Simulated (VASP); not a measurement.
# Au3C in VASP: a series of runs, part 2 of 2

VASP 6.6.1.

### 3 Single point, PBE

Contents of INCAR:

```
ALGO     = Normal         # electronic algorithm
DIPOL    = 0.5 0.5 0.367
EDIFF    = 1E-6           # SCF threshold, eV
ENCUT    = 520            # plane-wave cutoff, eV
GGA      = PE             # functional
IDIPOL   = 3            
ISIF     = 2              # what is computed and relaxed
ISMEAR   = 0              # smearing method
LASPH    = True           # aspherical terms in the spheres
LCHARG   = True           # write CHGCAR
LDIPOL   = True         
LELF     = True           # ELF
LREAL    = False          # projectors in reciprocal space
LVACPOTAV= True         
LVHAR    = True         
LWAVE    = False          # write WAVECAR
NBANDS   = 26             # bands
NELM     = 60             # most SCF steps
PREC     = Accurate       # precision mode
SIGMA    = 0.1            # smearing width, eV
```

Contents of KPOINTS:

```
k-points
0
Gamma
  9 9 1
```

Contents of POSCAR:

```
Au3C
1.0
    2.9402049748      0.0000000000      0.0000000000
   -1.4701024874      2.5462922005      0.0000000000
    0.0000000000      0.0000000000     21.8974947720
Au C
3 1
Direct
    0.6666666667      0.3333333333      0.1826692981
    0.3333333333      0.6666666667      0.2945190844
    0.0000000000      0.0000000000      0.4063247812
    0.6666666667     -0.6666666667      0.5830573271
```

Potentials or basis: VASP PAW PBE potentials, release 64 (Au, C).

Launch:

```sh
$ cat potpaw_PBE.64/Au/POTCAR potpaw_PBE.64/C/POTCAR > POTCAR
$ mpirun -np 1 vasp_std > vasp.out
```

Wall time 40 s (1 thread of Intel Xeon 6975P-C (Granite Rapids), shared host); peak memory 0.3 GiB.

Results (log left out):

```yaml
Free_energy: -11.2787 eV
Largest_force: 0.142 eV/Å
```

Forces on the atoms (eV/Å):
```
Au   0.000  0.000  0.142
Au   0.000  0.000  0.029
Au   0.000  0.000 -0.039
C    0.000  0.000 -0.133
```

Levels at points of the mesh, in eV from the Fermi level:
| k point | band 16 | band 17 | band 18 | band 19 | band 20 | band 21 |
| --- | --- | --- | --- | --- | --- | --- |
| (0.00, 0.00, 0.00) | -2.29 | -1.87 | -1.87 | -1.61 | -0.75 | 0.84 |

Caveat: spin-orbit coupling is left out, which moves the levels of the heavy elements.

### 4 Single point, PBE

Contents of INCAR:

```
PREC     = Accurate       # precision mode
ENCUT    = 520            # plane-wave cutoff, eV
EDIFF    = 1E-7           # SCF threshold, eV
ISMEAR   = 0              # smearing method
SIGMA    = 0.1            # smearing width, eV
LREAL    = F              # projectors in reciprocal space
LASPH    = T              # aspherical terms in the spheres
NELM     = 60             # most SCF steps
ALGO     = Normal         # electronic algorithm
ISIF     = 2              # what is computed and relaxed
LWAVE    = F              # write WAVECAR
LCHARG   = F              # write CHGCAR
LDIPOL   = T            
IDIPOL   = 3            
DIPOL    = 0.5 0.5 0.336
GGA      = PE             # functional
NBANDS   = 26             # bands
```

Contents of KPOINTS:

```
regular mesh
0
Gamma
  9 9 1
```

Changes to POSCAR since step 3:

```diff
@@ -11,2 +11,2 @@
     0.0000000000      0.0000000000      0.4063247812
-    0.6666666667     -0.6666666667      0.5830573271
+    0.3333333333     -0.3333333333      0.4606688974
```

Launch:

```sh
$ cat potpaw_PBE.64/Au/POTCAR potpaw_PBE.64/C/POTCAR > POTCAR
$ mpirun -np 1 vasp_std > vasp.out
```

It took 61 s on 1 thread of Intel Xeon 6975P-C (Granite Rapids), shared host; peak memory 0.3 GiB.

The run converged. Its results:

```yaml
Free_energy: -13.7220 eV
Largest_force: 0.634 eV/Å
```

Forces in eV/Å, atoms in the order of the input:
```
Au   0.000  0.000 -0.073
Au   0.000  0.000 -0.113
Au   0.000  0.000 -0.448
C    0.000  0.000  0.634
```

Levels at points of the mesh, in eV from the Fermi level:
```csv
k point,band 16,band 17,band 18,band 19,band 20,band 21,band 22,band 23
"(0.00, 0.00, 0.00)",-2.61,-1.90,-1.90,-0.70,0.67,3.34,3.34,4.69
```

Caveat: spin-orbit coupling is left out, which moves the levels of the heavy elements.

### 5 Single point, PBE

Contents of INCAR:

```
SYSTEM = Au3C
ALGO     = Normal         ! electronic algorithm
DIPOL    = 0.5 0.5 0.344
EDIFF    = 1E-6           ! SCF threshold, eV
ENCUT    = 520            ! plane-wave cutoff, eV
GGA      = PE             ! functional
IDIPOL   = 3            
ISIF     = 2              ! what is computed and relaxed
ISMEAR   = 0              ! smearing method
LASPH    = .TRUE.         ! aspherical terms in the spheres
LCHARG   = .FALSE.        ! write CHGCAR
LDIPOL   = .TRUE.       
LREAL    = .FALSE.        ! projectors in reciprocal space
LWAVE    = .FALSE.        ! write WAVECAR
NBANDS   = 26             ! bands
NELM     = 60             ! most SCF steps
PREC     = Accurate       ! precision mode
SIGMA    = 0.1            ! smearing width, eV
```

Contents of KPOINTS:

```
k-points
0
G
  9 9 1
  0 0 0
```

Changes to POSCAR since step 4:

```diff
@@ -11,2 +11,2 @@
     0.0000000000      0.0000000000      0.4063247812
-    0.3333333333     -0.3333333333      0.4606688974
+    0.3333333333     -0.3333333333      0.4935493710
```

Potentials or basis: VASP PAW PBE potentials, release 64 (Au, C).

Launch:

```sh
$ cat potpaw_PBE.64/Au/POTCAR potpaw_PBE.64/C/POTCAR > POTCAR
$ mpirun -np 1 vasp_std > vasp.out
```

OUTCAR:

```text
SYSTEM = Au3C
   EDIFF = 1E-6
   ENCUT = 520
   GGA = PE
   ISIF = 2
   ISMEAR = 0
   LASPH = .TRUE.
   LREAL = .FALSE.
   NELM = 60
   PREC = Accurate

 ion  position               nearest neighbor table
   1  0.667  0.333  0.183-   2 2.98   2 2.98   2 2.98
   2  0.333  0.667  0.295-   3 2.98   3 2.98   3 2.98   1 2.98   1 2.98   1 2.98
   3  0.000  0.000  0.406-   4 2.56   4 2.56   4 2.56   2 2.98   2 2.98   2 2.98
   4  0.333  0.667  0.494-   3 2.56   3 2.56   3 2.56

  LATTYP: Found a hexagonal cell.
 ALAT       =     2.9402049748
 C/A-ratio  =     7.4476082313
[... 539 lines left out ...]
  -------------------------------------------------------------------------------------
  Total       -3.7095211     -3.7095211     -3.8039352     -0.0000000      0.0000000      0.0000000
  in kB      -36.2533505    -36.2533505    -37.1760646     -0.0000000      0.0000000      0.0000000
  external PRESSURE =     -36.5609219 kB  Pullay stress =       0.0000000 kB

 VOLUME and BASIS-vectors are now :
 -----------------------------------------------------------------------------
  energy-cutoff  :      520.00
  volume of cell :      163.94
      direct lattice vectors                 reciprocal lattice vectors
     2.940204975  0.000000000  0.000000000     0.340112342  0.196363952  0.000000000
    -1.470102487  2.546292200  0.000000000     0.000000000  0.392727904  0.000000000
     0.000000000  0.000000000 21.897494772     0.000000000  0.000000000  0.045667325

 POSITION                                       TOTAL-FORCE (eV/Angst)
 -----------------------------------------------------------------------------------
      1.47010      0.84876      4.00000        -0.000000      0.000000      0.091742
     -0.00000      1.69753      6.44923         0.000000     -0.000000      0.028788
      0.00000      0.00000      8.89749         0.000000     -0.000000      1.577401
     -0.00000      1.69753     10.80749        -0.000000     -0.000000     -1.697931
 -----------------------------------------------------------------------------------
    total drift:                                0.000000     -0.000000      0.000352

  FREE ENERGIE OF THE ION-ELECTRON SYSTEM (eV)
  ---------------------------------------------------
  free  energy   TOTEN  =       -12.8859647547 eV

  energy  without entropy=      -12.8734375608  energy(sigma->0) =      -12.87970116

 vacuum level on the upper side and lower side of the slab         5.651         4.687
```

OSZICAR:

```text
N       E                     dE             d eps       ncg     rms          rms(c)
DAV:   1     0.232610567344E+03    0.23261E+03   -0.15947E+04   624   0.118E+03
DAV:   2    -0.311686168898E+01   -0.23573E+03   -0.22221E+03   738   0.247E+02
DAV:   3    -0.144430492644E+02   -0.11326E+02   -0.10889E+02   752   0.510E+01
[... 15 lines left out ...]
DAV:  19    -0.128859140027E+02   -0.18535E-04   -0.92182E-07   476   0.659E-03    0.387E-03
DAV:  20    -0.128859514998E+02   -0.37497E-04   -0.41380E-06   534   0.839E-03    0.238E-03
DAV:  21    -0.128859533990E+02   -0.18992E-05   -0.19673E-07   452   0.294E-03    0.163E-03
DAV:  22    -0.128859638573E+02   -0.10458E-04   -0.77066E-07   458   0.476E-03    0.574E-04
DAV:  23    -0.128859647547E+02   -0.89737E-06   -0.57581E-08   460   0.155E-03
   1 F= -.12885965E+02 E0= -.12879701E+02  d E =-.125272E-01
```

stdout:

```text
POSCAR found type information on POSCAR AuC
 POSCAR found :  2 types and       4 ions
 scaLAPACK will be used
 LDA part: xc-table for (Slater+PW92), standard interpolation
 POSCAR, INCAR and KPOINTS ok, starting setup
 FFT: planning ... GRIDC
 FFT: planning ... GRID_SOFT
 FFT: planning ... GRID
 WAVECAR not read
 entering main loop
```

It took 37 s on 1 thread of Intel Xeon 6975P-C (Granite Rapids), shared host; peak memory 0.3 GiB.

Results:

```
Free energy   : -12.8860 eV
Largest force : 1.698 eV/Å
```

Forces on the atoms (eV/Å):
```
Au   0.000  0.000  0.092
Au   0.000  0.000  0.029
Au   0.000  0.000  1.577
C    0.000  0.000 -1.698
```

Levels at points of the mesh, in eV from the Fermi level:
| k point | band 16 | band 17 | band 18 | band 19 | band 20 | band 21 | band 22 | band 23 |
| --- | --- | --- | --- | --- | --- | --- | --- | --- |
| (0.00, 0.00, 0.00) | -2.59 | -1.98 | -1.92 | -1.92 | -0.24 | 2.50 | 2.50 | 3.91 |

Caveat: spin-orbit coupling is left out, which moves the levels of the heavy elements.
